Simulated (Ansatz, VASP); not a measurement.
## HfGe in VASP and in Ansatz

File INCAR:

```
PREC     = Accurate       # precision mode
ENCUT    = 600            # plane-wave cutoff, eV
EDIFF    = 1E-6           # SCF threshold, eV
ISMEAR   = -1             # smearing method
SIGMA    = 0.05           # smearing width, eV
LREAL    = False          # projectors in reciprocal space
LASPH    = True           # aspherical terms in the spheres
NELM     = 60             # most SCF steps
ALGO     = Normal         # electronic algorithm
ISIF     = 3              # what is computed and relaxed
LWAVE    = False          # write WAVECAR
LCHARG   = False          # write CHGCAR
IBRION   = 2              # ionic algorithm
NSW      = 60             # ionic steps
EDIFFG   = -0.01          # ionic threshold
```

File KPOINTS:

```
Automatic mesh
0
Gamma
  8 8 8
```

POSCAR

```
HfGe
1.0
    3.5008378700      0.0000000000      0.0000000000
    0.0000000000      3.5008378700      0.0000000000
    0.0000000000      0.0000000000      3.5008378700
Hf Ge
1 1
Direct
    0.0000000000      0.0000000000      0.0000000000
    0.5000000000      0.5000000000      0.5000000000
```

The input input.yaml:

```yaml
crystal:
  lattice:
    - [3.50083787, 0.0, 0.0]
    - [0.0, 3.50083787, 0.0]
    - [0.0, 0.0, 3.50083787]
  atoms:
    - { symbol: Hf, position: [0.0, 0.0, 0.0] }
    - { symbol: Ge, position: [0.5, 0.5, 0.5] }
hamiltonian:
  xc: lda
  pseudopotentials: { kind: paw }
kpoints:
  mp_grid: { grid: [8, 8, 8] }
scf:
  occupations: { method: fermi_dirac, width: 0.05 }
output:
  forces: true
  stress: true
  eigenvalues: true
  write_density: true
  write_potential: true
  elf: true
  volumetric_format: npy
relax:
  f_tol: 0.01
  max_steps: 40
  cell: { stress_tol: 0.05 }
```

Alike in both runs: task relaxation of cell and atoms; functional LDA; k mesh 8 × 8 × 8; occupations fermi-dirac, width 0.05 eV; no spin polarisation.

|  | VASP | Ansatz |
| --- | --- | --- |
| version | VASP 6.6.1 | Ansatz 0.2.0 |
| potentials or method | VASP PAW LDA potentials, release 64 (Hf_pv, Ge_d) | Ansatz PAW |
| plane-wave cutoff (eV) | 600 | 420 |
| valence electrons in the cell | 24 | 40 |

Ansatz gave:

| Property | Result |
| --- | --- |
| gap on the k mesh at the Fermi level, each at its own relaxed structure (eV) | none |
| relaxed volume (Å³/atom) | 17.55 |
| relaxed cell length with the largest relative difference (Å) | 3.274 |

**Question.** Estimate VASP's values.

**Answer.** gap on the k mesh at the Fermi level, each at its own relaxed structure (eV): none; relaxed volume (Å³/atom): 17.57; relaxed cell length with the largest relative difference (Å): 3.275.

LDA's correlation is that of Perdew and Zunger in VASP and of Perdew and Wang (1992) in Ansatz. A gap of «none» marks a metal or a gap that the smearing closes. VASP's potentials hold 24 valence electrons a cell and Ansatz's 40, so a difference there can come from the potentials and not from the codes.

Spin-orbit coupling is off throughout. Noted on VASP's run: the volume moved by over 15 % at a fixed basis, so the end points are rough. Noted on Ansatz's run: the volume moved by over 15 % at a fixed basis, so the end points are rough; the plane-wave basis is chosen anew once the cell has moved, so the energies of steps on either side of that aren't comparable.
